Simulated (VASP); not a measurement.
# GaP (zinc blende type) (F-43m) in VASP: a series of runs, part 2 of 2

VASP 6.6.1. Earlier steps stand in the parts before.

### 3 Single point, HSE06

POSCAR reads:

```
GaP
1.0
    0.0000000000      2.7082960622      2.7082960622
    2.7082960622      0.0000000000      2.7082960622
    2.7082960622      2.7082960622      0.0000000000
Ga P
1 1
Direct
    0.0000000000      0.0000000000      0.0000000000
    0.2500000000      0.2500000000      0.2500000000
```

INCAR.step1 reads:

```
PREC = Accurate ; ENCUT = 520
EDIFF = 1E-5 ; ISMEAR = -1
SIGMA = 0.05 ; LREAL = False
LASPH = True ; NELM = 60
ALGO = Normal ; ISIF = 2
LWAVE = True ; LCHARG = False
NBANDS = 16 ; GGA = PE
```

INCAR.step2 reads:

```
PREC = Accurate ; ENCUT = 520
EDIFF = 1E-6 ; ISMEAR = -1
SIGMA = 0.05 ; LREAL = False
LASPH = True ; NELM = 60
ALGO = Normal ; ISIF = 2
LWAVE = False ; LCHARG = False
GGA = PE ; LHFCALC = True
HFSCREEN = 0.2079 ; PRECFOCK = Normal
NBANDS = 16 ; ISTART = 1
```

KPOINTS reads:

```
regular mesh
0
Gamma
  4 4 4
```

Potentials or basis: VASP PAW PBE potentials, release 64 (Ga_d, P).

The run is started by

```sh
> cat potpaw_PBE.64/Ga_d/POTCAR potpaw_PBE.64/P/POTCAR > POTCAR
> cp INCAR.step1 INCAR
> mpirun -np 1 vasp_std > vasp.out
> cp INCAR.step2 INCAR
> mpirun -np 1 vasp_std > vasp.out
```

OUTCAR:

```text
PREC = Accurate
   ENCUT = 520
   EDIFF = 1E-6
   ISMEAR = -1
   LREAL = False
   LASPH = True
   NELM = 60
   ISIF = 2
   GGA = PE
   LHFCALC = True
   HFSCREEN = 0.2079
   PRECFOCK = Normal
   ISTART = 1

 ion  position               nearest neighbor table
   1  0.000  0.000  0.000-   2 2.35   2 2.35   2 2.35   2 2.35
   2  0.250  0.250  0.250-   1 2.35   1 2.35   1 2.35   1 2.35

  LATTYP: Found a face centered cubic cell.
[... 329 lines left out ...]
     16      19.7825      0.00000

------------------------ aborting loop because EDIFF is reached ----------------------------------------

  FORCE on cell =-STRESS in cart. coord.  units (eV):
  Direction    XX          YY          ZZ          XY          YZ          ZX
  --------------------------------------------------------------------------------------
  -------------------------------------------------------------------------------------
  Total        0.6838879      0.6838879      0.6838879     -0.0000000     -0.0000000      0.0000000
  in kB       27.5789079     27.5789079     27.5789079     -0.0000000     -0.0000000      0.0000000
  external PRESSURE =      27.5789079 kB  Pullay stress =       0.0000000 kB

 VOLUME and BASIS-vectors are now :
 -----------------------------------------------------------------------------
  energy-cutoff  :      520.00
  volume of cell :       39.73
      direct lattice vectors                 reciprocal lattice vectors
     0.000000000  2.708296062  2.708296062    -0.184617925  0.184617925  0.184617925
     2.708296062  0.000000000  2.708296062     0.184617925 -0.184617925  0.184617925
     2.708296062  2.708296062  0.000000000     0.184617925  0.184617925 -0.184617925

 POSITION                                       TOTAL-FORCE (eV/Angst)
 -----------------------------------------------------------------------------------
      0.00000      0.00000      0.00000        -0.000000     -0.000000     -0.000000
      1.35415      1.35415      1.35415         0.000000      0.000000      0.000000
 -----------------------------------------------------------------------------------
    total drift:                               -0.000053     -0.000066     -0.000042

  FREE ENERGIE OF THE ION-ELECTRON SYSTEM (eV)
  ---------------------------------------------------
  free  energy   TOTEN  =       -10.6593070916 eV

  energy  without entropy=      -10.6593070915  energy(sigma->0) =      -10.65930709
```

OSZICAR.step1:

```text
N       E                     dE             d eps       ncg     rms          rms(c)
DAV:   1     0.874292520950E+02    0.87429E+02   -0.87887E+03   264   0.170E+03
DAV:   2    -0.189035399169E+01   -0.89320E+02   -0.85442E+02   264   0.324E+02
DAV:   3    -0.914389283224E+01   -0.72535E+01   -0.72333E+01   368   0.707E+01
DAV:   4    -0.926036310861E+01   -0.11647E+00   -0.11646E+00   288   0.949E+00
DAV:   5    -0.926254153045E+01   -0.21784E-02   -0.21778E-02   344   0.120E+00    0.437E+00
DAV:   6    -0.898908423070E+01    0.27346E+00   -0.40253E-01   376   0.110E+01    0.293E+00
DAV:   7    -0.895685378557E+01    0.32230E-01   -0.10942E-01   328   0.224E+00    0.117E+00
DAV:   8    -0.895775652463E+01   -0.90274E-03   -0.15778E-02   296   0.151E+00    0.225E-01
DAV:   9    -0.895828746455E+01   -0.53094E-03   -0.15254E-03   296   0.531E-01    0.815E-02
DAV:  10    -0.895837288626E+01   -0.85422E-04   -0.12746E-04   376   0.128E-01    0.401E-02
DAV:  11    -0.895845654511E+01   -0.83659E-04   -0.11106E-04   288   0.873E-02    0.504E-03
DAV:  12    -0.895845626839E+01    0.27672E-06   -0.27321E-06   240   0.227E-02
   1 F= -.89584563E+01 E0= -.89584563E+01  d E =-.214729E-07
```

Wall time 8.8 min (1 thread of Intel Xeon Platinum 8259CL at 2.50GHz (Skylake/Cascade Lake), shared host); peak memory 0.27 GiB.

What came out:

```
Free energy            : -10.6593 eV
Pressure               : 2.8 GPa
Band gap on the k mesh : 2.27 eV (least direct gap 3.01 eV)
```

Levels at points of the mesh, in eV from the valence-band top:
| k point | band 6 | band 7 | band 8 | band 9 | band 10 | band 11 | band 12 | band 13 |
| --- | --- | --- | --- | --- | --- | --- | --- | --- |
| (0.00, 0.00, 0.00) | -13.91 | 0.00 | 0.00 | 0.00 | 3.01 | 4.78 | 4.78 | 4.78 |
| (0.50, 0.00, 0.00) | -11.62 | -7.34 | -1.24 | -1.24 | 2.60 | 5.62 | 5.62 | 9.31 |
| (0.50, 0.50, 0.00) | -10.61 | -7.42 | -2.99 | -2.99 | 2.27 | 2.57 | 12.22 | 12.22 |

Caveat: the k points lie up to 0.50 Å⁻¹ apart; the PAW data sets were made with another functional, which shifts forces and pressure a little.
